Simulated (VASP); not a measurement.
# MgCdS4 (P4/mmm) in VASP: further runs

Runs on MgCdS4. Level: PBE. Tasks: single point, relaxation of cell and atoms.

All numbers are computed with VASP 6.6.1; they aren't measurements. Logs are shortened: lines on timing, memory, paths and dates and some standing lists are left out, and cuts for length are marked.

**1. The cell of the first run**

It takes space group P4/mmm (No. 123, tetragonal). Conventional cell: a = 4.650 Å, b = 4.650 Å, c = 9.578 Å, α = 90.00°, β = 90.00°, γ = 90.00°. Mg (site symmetry 4/mmm) has 8 S at 3.45 Å and 4 Mg at 4.65 Å within 4.7 Å. Within 3.1 Å of Cd (site symmetry 4/mmm) lie 4 S at 2.33 Å. Within 3.1 Å of S (site symmetry mmm) lie 2 Cd at 2.33 Å. Within 2.8 Å of S (site symmetry 4mm) lie 1 S at 2.11 Å.

The cell was built from a structure type or drawn by symmetry, and may not be a known phase.

**2. Single point, PBE**

INCAR

```
ALGO     = Normal         # electronic algorithm
EDIFF    = 1E-6           # SCF threshold, eV
ENCUT    = 520            # plane-wave cutoff, eV
GGA      = PE             # functional
ISIF     = 2              # what is computed and relaxed
ISMEAR   = 0              # smearing method
LASPH    = T              # aspherical terms in the spheres
LCHARG   = F              # write CHGCAR
LREAL    = F              # projectors in reciprocal space
LWAVE    = F              # write WAVECAR
NBANDS   = 28             # bands
NELM     = 80             # most SCF steps
PREC     = Accurate       # precision mode
SIGMA    = 0.1            # smearing width, eV
```

KPOINTS

```
k-points
0
Gamma
  8 8 4
```

POSCAR

```
MgCdS4
1.0
    4.6502429641      0.0000000000      0.0000000000
    0.0000000000      4.6502429641      0.0000000000
    0.0000000000      0.0000000000      9.5775265585
Mg Cd S
1 1 4
Direct
    0.5000000000      0.5000000000      0.5000000000
    0.0000000000      0.0000000000      0.0000000000
    0.5000000000      0.0000000000      0.0000000000
    0.0000000000      0.5000000000      0.0000000000
    0.0000000000      0.0000000000      0.3897972046
    0.0000000000      0.0000000000      0.6102027954
```

Potentials or basis: VASP PAW PBE potentials, release 64 (Mg, Cd, S).

Launch:

```bash
$ cat potpaw_PBE.64/Mg/POTCAR potpaw_PBE.64/Cd/POTCAR potpaw_PBE.64/S/POTCAR > POTCAR
$ mpirun -np 1 vasp_std > vasp.out
```

OUTCAR:

```text
EDIFF = 1E-6
   ENCUT = 520
   GGA = PE
   ISIF = 2
   ISMEAR = 0
   LASPH = T
   LREAL = F
   NELM = 80
   PREC = Accurate

 ion  position               nearest neighbor table
   1  0.500  0.500  0.500-
   2  0.000  0.000  0.000-   3 2.33   4 2.33   4 2.33   3 2.33
   3  0.500  0.000  0.000-   2 2.33   2 2.33
   4  0.000  0.500  0.000-   2 2.33   2 2.33
   5  0.000  0.000  0.390-   6 2.11
   6  0.000  0.000  0.610-   5 2.11

  LATTYP: Found a simple tetragonal cell.
 ALAT       =     4.6502429641
 C/A-ratio  =     2.0595755173

  Lattice vectors:

 A1 = (   4.6502429641,   0.0000000000,   0.0000000000)
 A2 = (   0.0000000000,   4.6502429641,   0.0000000000)
 A3 = (   0.0000000000,   0.0000000000,   9.5775265585)

Analysis of symmetry for initial positions (statically):
=====================================================================
 Subroutine PRICEL returns:
 Original cell was already a primitive cell.

 Routine SETGRP: Setting up the symmetry group for a
 simple tetragonal supercell.

 Subroutine GETGRP returns: Found 16 space group operations
 (whereof 16 operations were pure point group operations)
 out of a pool of 16 trial point group operations.

The static configuration has the point symmetry D_4h.

Analysis of symmetry for dynamics (positions and initial velocities):
=====================================================================
 Subroutine PRICEL returns:
 Original cell was already a primitive cell.

 Routine SETGRP: Setting up the symmetry group for a
 simple tetragonal supercell.

 Subroutine GETGRP returns: Found 16 space group operations
 (whereof 16 operations were pure point group operations)
 out of a pool of 16 trial point group operations.

The dynamic configuration has the point symmetry D_4h.

 Subroutine INISYM returns: Found 16 space group operations
 (whereof 16 operations are pure point group operations),
 and found     1 'primitive' translations

----------------------------------------------------------------------------------------

                                     Primitive cell

  volume of cell :     207.1117

  direct lattice vectors                    reciprocal lattice vectors
     4.650242964  0.000000000  0.000000000     0.215042527  0.000000000  0.000000000
     0.000000000  4.650242964  0.000000000     0.000000000  0.215042527  0.000000000
[... 96 lines left out ...]
   NSW    =      0    number of steps for IOM
   IBRION =     -1    ionic relax: 0-MD 1-quasi-New 2-CG
   NFREE  =      0    steps in history (QN), initial steepest desc. (CG)
   ISIF   =      2    stress and relaxation
   ISYM   =      2    0-nonsym 1-usesym 2-fastsym
   POTIM  = 0.5000    time-step for ionic-motion
   TEBEG  =    0.0;   TEEND  =   0.0 temperature during run
   PSTRESS=    0.0 pullay stress
   NELECT =      38.0000    total number of electrons
   NUPDOWN=      -1.0000    fix difference up-down
   EMIN   =  10.00;   EMAX   =-10.00  energy-range for DOS
   EFERMI =   0.00;   METHOD = LEGACY
   ISMEAR =     0;   SIGMA  =   0.10  broadening in eV -4-tet -1-fermi 0-gaus
   EFERMI_NEDOS =   21; number of points for ismear=-14 and -15
   IALGO  =     38    algorithm
   IMIX   =      4    mixing-type and parameters
     AMIX     =   0.40;   BMIX     =  1.00
     AMIX_MAG =   1.60;   BMIX_MAG =  1.00
  volume/ion in A,a.u.               =      34.52       232.94
  Fermi-wavevector in a.u.,A,eV,Ry     =   0.930253  1.757924 11.774086  0.865371
  Thomas-Fermi vector in A             =   2.056622
   LORBIT       =      0    0 simple, 1 ext, 2 COOP (PROOUT), +10 PAW based schemes
   GGA     = PE    functional components
   LHFCALC =     F    Hartree Fock is set to
   AEXX    =    0.0000 exact exchange contribution
   IVDW    =     0    specifies the selected vdW correction
   LEPSILON=     F    determine dielectric tensor
   LRPA    =     F    only Hartree local field effects (RPA)
 non-spin polarized calculation
 Gauss-broadening in eV      SIGMA  =   0.10
  energy-cutoff  :      520.00
  volume of cell :      207.11
 maximum number of plane-waves:      5608
 NGX is ok and might be reduce to    36
   NGX = 17   NGY = 17   NGZ = 35

 number of electron      38.0000004 magnetization

 Free energy of the ion-electron system (eV)
  ---------------------------------------------------
  ext. energy  EPLUGINS =         0.00000000
  ---------------------------------------------------
  free energy    TOTEN  =       -15.20251276 eV

  energy without entropy =      -15.15190880  energy(sigma->0) =      -15.17721078

 E-fermi :  -0.0443     XC(G=0):  -7.2016

 val. band max:       -0.0477705608   @ k =   0.1250   0.0000   0.0000
 cond. band min:      -0.0440375991   @ k =   0.1250   0.0000   0.2500
 fundamental gap:      0.0037329618
 Fermi energy:        -0.0443315599

 k-point     1 :       0.0000    0.0000    0.0000
  band No.  band energies     occupation
      1     -14.0529      2.00000
      2     -12.9668      2.00000
      3     -12.1660      2.00000
      4     -10.0706      2.00000
      5      -8.4017      2.00000
      6      -8.2213      2.00000
[... 733 lines left out ...]
     27       6.1134      0.00000
     28       6.5788      0.00000

 [... further k-points ...]

------------------------ aborting loop because EDIFF is reached ----------------------------------------

  FORCE on cell =-STRESS in cart. coord.  units (eV):
  Direction    XX          YY          ZZ          XY          YZ          ZX
  --------------------------------------------------------------------------------------
  -------------------------------------------------------------------------------------
  Total        0.4238118      0.4238118     -0.2341039      0.0000000     -0.0000000     -0.0000000
  in kB        3.2785289      3.2785289     -1.8109837      0.0000000     -0.0000000     -0.0000000
  external PRESSURE =       1.5820247 kB  Pullay stress =       0.0000000 kB

 VOLUME and BASIS-vectors are now :
 -----------------------------------------------------------------------------
  energy-cutoff  :      520.00
  volume of cell :      207.11
      direct lattice vectors                 reciprocal lattice vectors
     4.650242964  0.000000000  0.000000000     0.215042527  0.000000000  0.000000000
     0.000000000  4.650242964  0.000000000     0.000000000  0.215042527  0.000000000
     0.000000000  0.000000000  9.577526559     0.000000000  0.000000000  0.104411091

 POSITION                                       TOTAL-FORCE (eV/Angst)
 -----------------------------------------------------------------------------------
      2.32512      2.32512      4.78876         0.000000      0.000000      0.000000
      0.00000      0.00000      0.00000         0.000000      0.000000      0.000000
      2.32512      0.00000      0.00000         0.000000      0.000000      0.000000
      0.00000      2.32512      0.00000         0.000000      0.000000      0.000000
      0.00000      0.00000      3.73329         0.000000     -0.000000      0.115446
      0.00000      0.00000      5.84423        -0.000000      0.000000     -0.115446
 -----------------------------------------------------------------------------------
    total drift:                               -0.000000      0.000000     -0.000000

  FREE ENERGIE OF THE ION-ELECTRON SYSTEM (eV)
  ---------------------------------------------------
  free  energy   TOTEN  =       -15.2025127611 eV

  energy  without entropy=      -15.1519087972  energy(sigma->0) =      -15.17721078
```

It took 5.5 min on 1 thread of Intel Xeon 8259CL, shared host; peak memory 0.45 GiB.

What came out:

| Item | Value |
| --- | --- |
| Free energy | -15.2025 eV |
| Pressure | 0.2 GPa |
| Largest force | 0.115 eV/Å |
| Band gap on the k mesh | zero (bands 19 and 20 overlap by 0.46 eV) |

Forces in eV/Å, atoms in the order of the input:
```
Mg   0.000  0.000  0.000
Cd   0.000  0.000  0.000
S    0.000  0.000  0.000
S    0.000  0.000  0.000
S    0.000  0.000  0.115
S    0.000  0.000 -0.115
```

Levels at points of the mesh, in eV from the Fermi level:
```csv
k point,band 15,band 16,band 17,band 18,band 19,band 20,band 21,band 22,band 23,band 24
"(0.00, 0.00, 0.00)",-2.11,-0.91,-0.15,-0.02,-0.02,0.07,0.07,2.08,3.13,3.42
"(0.50, 0.00, 0.00)",-1.29,-1.15,-1.02,-0.55,-0.29,0.07,1.43,2.49,2.98,4.30
"(0.50, 0.50, 0.00)",-0.78,-0.78,-0.29,-0.17,-0.17,1.18,2.15,2.35,3.71,5.15
"(0.00, 0.00, 0.50)",-1.90,-0.88,-0.15,-0.01,-0.01,0.07,0.07,1.68,3.08,3.67
"(0.50, 0.00, 0.50)",-1.17,-1.16,-0.74,-0.57,-0.55,0.08,1.43,2.51,3.13,4.29
"(0.50, 0.50, 0.50)",-0.51,-0.51,-0.47,-0.47,-0.30,1.18,2.15,3.28,3.78,3.84
```

Caveat: semilocal functionals underestimate gaps, so a narrow gap can read as zero.

**3. Relaxation of cell and atoms, PBE**

This run uses another cell than the first one, of 20.46 Å³/atom.

INCAR

```
SYSTEM = MgCdS4
ALGO = Normal
EDIFF = 1E-6
EDIFFG = -0.04
ENCUT = 600
GGA = PE
IBRION = 2
ISIF = 3
ISMEAR = 0
LASPH = .TRUE.
LCHARG = .FALSE.
LREAL = .FALSE.
LWAVE = .FALSE.
NELM = 80
NSW = 90
PREC = Accurate
SIGMA = 0.1
```

KPOINTS

```
k-points
0
G
  4 4 4
  0 0 0
```

POSCAR

```
MgCdS4
1.0
    4.1180337900      0.0000000000      0.0000000000
    0.0000000000      4.1180337900      0.0000000000
    0.0000000000      0.0000000000      7.2377052600
Mg Cd S
1 1 4
Direct
    0.5000000000      0.5000000000      0.5000000000
    0.0000000000      0.0000000000      0.0000000000
    0.5000000000      0.0000000000      0.0000000000
    0.0000000000      0.5000000000      0.0000000000
    0.0000000000      0.0000000000      0.2737000000
    0.0000000000      0.0000000000      0.7263000000
```

Potentials or basis: VASP PAW PBE potentials, release 64 (Mg, Cd, S).

Launch:

```bash
$ cat potpaw_PBE.64/Mg/POTCAR potpaw_PBE.64/Cd/POTCAR potpaw_PBE.64/S/POTCAR > POTCAR
$ mpirun -np 1 vasp_std > vasp.out
```

Run time: 31 min. Hardware: 1 thread of Intel Xeon 8259CL, shared host; peak memory 0.31 GiB.

The run converged. Its results:

```yaml
Free_energy: -15.1800 eV
Relaxed_volume: 33.15 Å³/atom
Relaxed_cell: a = 4.626 Å, b = 4.626 Å, c = 9.295 Å, α = 90.00°, β = 90.00°, γ = 90.00°
Space_group_after_relaxing_to_0.1_Å: P4/mmm (No. 123)
Energy_gained_by_relaxing: 1912.6 meV/atom
Ionic_steps: 27
Pressure_after_relaxing: 0.1 GPa
Largest_force_after_relaxing: 0.018 eV/Å
Band_gap_on_the_k_mesh: zero (bands 19 and 20 overlap by 0.28 eV)
```

Forces on the atoms (eV/Å):
```
Mg   0.000  0.000  0.000
Cd   0.000  0.000  0.000
S    0.000  0.000  0.000
S    0.000  0.000  0.000
S    0.000  0.000  0.018
S    0.000  0.000 -0.018
```

Step by step:
| step | energy change (eV) | largest force (eV/Å) | pressure (GPa) | volume (Å³) |
| --- | --- | --- | --- | --- |
| 1 | 0.0000 | 13.7908 | 52.98 | 122.74 |
| 2 | -8.5645 | 2.3890 | -5.32 | 286.05 |
| 3 | -10.0957 | 1.7548 | -2.27 | 192.33 |
| 4 | -10.0960 | 1.7629 | -2.03 | 190.73 |
| 5 | -10.0938 | 1.7732 | -1.80 | 189.16 |
| 6 | -10.5823 | 2.0406 | -1.32 | 182.07 |
| 7 | -10.8316 | 2.7938 | 6.19 | 160.83 |
| 8 | -10.9725 | 1.9780 | -0.20 | 174.40 |
| 9 | -11.1668 | 0.9282 | 1.88 | 167.61 |
| 10 | -11.1675 | 0.7316 | 2.24 | 166.80 |
| 11 | -11.2251 | 1.4627 | 2.06 | 175.21 |
| 12 | -11.2549 | 0.4823 | 1.95 | 172.28 |
| 13 | -11.3218 | 0.5320 | -0.82 | 185.42 |
| 14 | -11.3279 | 0.3242 | -0.28 | 182.27 |
| 15 | -11.3523 | 0.1566 | -0.21 | 183.33 |
| 16 | -11.3927 | 0.3881 | 0.17 | 186.30 |
| 17 | -11.3440 | 1.8621 | 1.98 | 191.31 |
| 18 | -11.3903 | 0.8738 | 0.64 | 187.82 |
| 19 | -11.3984 | 0.8156 | 0.59 | 188.40 |
| 20 | -11.4210 | 0.6601 | 0.47 | 190.10 |
| 21 | -11.4558 | 0.4056 | 0.40 | 193.38 |
| 22 | -11.4611 | 0.0132 | 0.78 | 199.41 |
| 23 | -11.4705 | 0.1891 | 0.55 | 196.86 |
| 24 | -11.4705 | 0.1698 | 0.57 | 197.13 |
| 25 | -11.4738 | 0.0887 | 0.34 | 197.89 |
| 26 | -11.4752 | 0.0488 | -0.04 | 199.22 |
| 27 | -11.4754 | 0.0184 | 0.05 | 198.92 |

Final structure:
```cif
data_structure
_symmetry_space_group_name_H-M 'P 1'
_symmetry_Int_Tables_number 1
_cell_length_a 4.6261
_cell_length_b 4.6261
_cell_length_c 9.2950
_cell_angle_alpha 90.000
_cell_angle_beta 90.000
_cell_angle_gamma 90.000
_cell_volume 198.92
loop_
_atom_site_label
_atom_site_type_symbol
_atom_site_fract_x
_atom_site_fract_y
_atom_site_fract_z
_atom_site_occupancy
Mg1 Mg 0.50000 0.50000 0.50000 1
Cd1 Cd 0.00000 0.00000 0.00000 1
S1 S 0.50000 0.00000 0.00000 1
S2 S 0.00000 0.50000 0.00000 1
S3 S 0.00000 0.00000 0.38578 1
S4 S 0.00000 0.00000 0.61422 1
```

Levels at points of the mesh, in eV from the Fermi level:
```csv
k point,band 17,band 18,band 19,band 20,band 21,band 22
"(0.00, 0.00, 0.00)",-0.25,-0.06,-0.06,-0.01,-0.01,2.02
"(0.50, 0.00, 0.00)",-1.17,-0.64,-0.31,0.03,1.41,2.42
"(0.50, 0.50, 0.00)",-0.39,-0.19,-0.19,1.15,2.07,2.09
"(0.00, 0.00, 0.50)",-0.25,-0.05,-0.05,-0.01,-0.01,1.52
"(0.50, 0.00, 0.50)",-0.81,-0.68,-0.64,0.04,1.41,2.44
"(0.50, 0.50, 0.50)",-0.57,-0.57,-0.41,1.15,2.07,3.17
```

Caveat: the k points lie up to 0.34 Å⁻¹ apart in the final cell; the volume moved by over 15 % at a fixed basis, so the end points are rough; semilocal functionals underestimate gaps, so a narrow gap can read as zero.
